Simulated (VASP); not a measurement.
Runs of VASP 6.6.1 on Bi. The structure is that of space group P6_3/mmc (No. 194), or close to it. The cells are those of the table. 

```tsv
task	cell	gap on the mesh (eV)	pressure (GPa)
single point	a = 4.539, b = 4.539, c = 11.592 Å, angles 90.0, 90.0, 120.0°, 2 atoms	none	-3.7
electric field gradients	a = 4.569, b = 4.569, c = 11.907 Å, angles 90.0, 90.0, 120.0°, 2 atoms	none	-3.4
electric field gradients	a = 4.539, b = 4.539, c = 11.947 Å, angles 90.0, 90.0, 120.0°, 2 atoms	none	-3.5
electric field gradients	a = 4.539, b = 4.539, c = 12.184 Å, angles 90.0, 90.0, 120.0°, 2 atoms	none	-3.4
single point	a = 4.539, b = 4.539, c = 11.711 Å, angles 90.0, 90.0, 120.0°, 2 atoms	none	(a)
```

Alike in all rows: level PBEsol; potentials or basis VASP PAW PBE potentials, release 64 (Bi_d); no spin polarisation; k mesh 9 × 9 × 3; cutoff (eV) 520; smearing fermi-dirac 0.03 eV.

Problem. Fill in the values left out.

Solution. (a) -3.6.

Caveats: the PAW data sets were made with another functional, which shifts forces and pressure a little; spin-orbit coupling is left out, which moves the levels of the heavy elements.

A k mesh can miss the band edges, and the runs leave out spin-orbit coupling on Bi.

A gap of «none» marks levels without a gap at the run's occupations.
